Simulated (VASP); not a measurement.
K3Ag: single point with LDA

Crystal: K3Ag.

```xyz
4
Lattice="5.8147 0.0125 0.0536 0.0125 5.7790 0.0552 0.0536 0.0552 5.7968" Properties=species:S:1:pos:R:3 pbc="T T T"
K     2.9704    0.0641    5.8203
K     5.8428    2.9872    5.8517
K     5.8367    5.8026    3.0158
Ag    2.9399    2.9094    2.9438
```

```yaml
Program: VASP 6.6.1
Task: single point
Functional: LDA
Potentials_or_basis: VASP PAW LDA potentials, release 64 (K_sv, Ag)
Cutoff: 520 eV
k_mesh: 3 × 3 × 3
Occupations: fermi-dirac, width 0.1 eV
Spin: no spin polarisation
```

* Pressure: -1.0 GPa
* Largest force: 0.051 eV/Å
* Band gap on the k mesh: zero (band 19 reaches 0.69 eV, above the bottom of band 20 at 0.64 eV)

Forces on the atoms (eV/Å):
```
K   -0.037  0.018  0.010
K    0.015 -0.047  0.015
K    0.013  0.022 -0.030
Ag   0.009  0.006  0.005
```

Stress tensor (GPa, compression positive):
```
-1.05 -0.01 -0.05
-0.01 -1.04 -0.05
-0.05 -0.05 -1.04
```

Levels at points of the mesh, in eV from the Fermi level:
```
           k point  band 16  band 17  band 18  band 19  band 20  band 21  band 22  band 23
(0.00, 0.00, 0.00)    -3.72    -3.72    -3.01     0.14     1.90     1.93     1.96     2.06
```

Wall time 45 s on 1 thread of AMD EPYC 9R14 (Zen 4) (shared host), peak memory 0.25 GiB.

Caveat: the k points lie up to 0.36 Å⁻¹ apart.
